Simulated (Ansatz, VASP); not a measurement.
**Two plane-wave programs on Si4Se3**

The input INCAR:

```
PREC = Accurate
ENCUT = 500
EDIFF = 1E-6
ISMEAR = 0
SIGMA = 0.1
LREAL = False
LASPH = True
NELM = 120
ALGO = Normal
ISIF = 2
LWAVE = False
LCHARG = False
GGA = PE
NBANDS = 26
GGA_COMPAT = False
```

File KPOINTS:

```
Automatic mesh
0
Gamma
  4 4 4
```

Contents of POSCAR:

```
Si4Se3
1.0
   -3.5808140342      3.5808140342      3.6076052938
    3.5808140342     -3.5808140342      3.6076052938
    3.5808140342      3.5808140342     -3.6076052938
Si Se
4 3
Direct
    0.9050235345      0.1416597791      0.2366362445
    0.9050235345      0.6683872900      0.7633637555
    0.1416597791      0.9050235345      0.2366362445
    0.6683872900      0.9050235345      0.7633637555
    0.6844518688      0.1844518688      0.5000000000
    0.1844518688      0.6844518688      0.5000000000
    0.6274147843      0.6274147843      0.0000000000
```

Input for Ansatz:

```yaml
crystal:
  lattice:
    - [-3.5808140342, 3.5808140342, 3.6076052938]
    - [3.5808140342, -3.5808140342, 3.6076052938]
    - [3.5808140342, 3.5808140342, -3.6076052938]
  atoms:
    - { symbol: Si, position: [0.9050235345, 0.1416597791, 0.2366362445] }
    - { symbol: Si, position: [0.9050235345, 0.66838729, 0.7633637555] }
    - { symbol: Si, position: [0.1416597791, 0.9050235345, 0.2366362445] }
    - { symbol: Si, position: [0.66838729, 0.9050235345, 0.7633637555] }
    - { symbol: Se, position: [0.6844518688, 0.1844518688, 0.5] }
    - { symbol: Se, position: [0.1844518688, 0.6844518688, 0.5] }
    - { symbol: Se, position: [0.6274147843, 0.6274147843, 0.0] }
basis:
  ecutwfc: 420
kpoints:
  mp_grid: { grid: [4, 4, 4] }
hamiltonian:
  xc: pbe
scf:
  occupations: { method: gaussian, width: 0.1 }
  lower_state_search: "off"
output:
  forces: true
  stress: true
  eigenvalues: true
```

Alike in both runs: task single point; functional PBE; k mesh 4 × 4 × 4; occupations gaussian, width 0.1 eV; no spin polarisation.

|  | VASP | Ansatz |
| --- | --- | --- |
| version | VASP 6.6.1 | Ansatz 0.2.0 |
| potentials or method | VASP PAW PBE potentials, release 64 (Si, Se), cutoff 500 eV | scalar-relativistic, plane waves, PAW |
| valence electrons in the cell | 34 | 64 |

```csv
,VASP,Ansatz,Ansatz less VASP
gap on the k mesh at the Fermi level (eV),none,none,-
pressure (GPa),0.4,0.4,-0.02
"traceless stress, the component that is largest in VASP (GPa)",0.42,0.39,-0.034
rms of the force components (eV/Å),0.051,0.051,+0.0004
```

Atom by atom the forces differ by 0.004 eV/Å (rms over components). A gap of «none» marks a metal or a gap that the smearing closes. With one functional, cell and mesh, what is left measures potentials, basis and numerics. VASP's potentials hold 34 valence electrons a cell and Ansatz's 64, so a difference there can come from the potentials and not from the codes.
